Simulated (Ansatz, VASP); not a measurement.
# InP: VASP beside Ansatz

```xyz
2
Lattice="0.0000 2.7731 2.7731 2.7731 0.0000 2.7731 2.7731 2.7731 0.0000" Properties=species:S:1:pos:R:3 pbc="T T T"
In    0.0000    0.0000    0.0000
P     2.7731    2.7731    2.7731
```

Alike in both runs: task single point; functional RPBE; k mesh 8 × 8 × 8; occupations gaussian, width 0.05 eV; no spin polarisation.

```csv
,VASP,Ansatz
version,VASP 6.6.1,Ansatz 0.2.0
potentials or method,"VASP PAW PBE potentials, release 64 (In_d, P), cutoff 500 eV","scalar-relativistic, plane waves, PAW"
valence electrons in the cell,18,18
```

|  | VASP | Ansatz | Ansatz less VASP |
| --- | --- | --- | --- |
| gap on the k mesh at the Fermi level (eV) | none | none | - |
| pressure (GPa) | 1.4 | 1.4 | +0.07 |

VASP's potentials were made for PBE, not for RPBE. A gap of «none» marks a metal or a gap that the smearing closes.
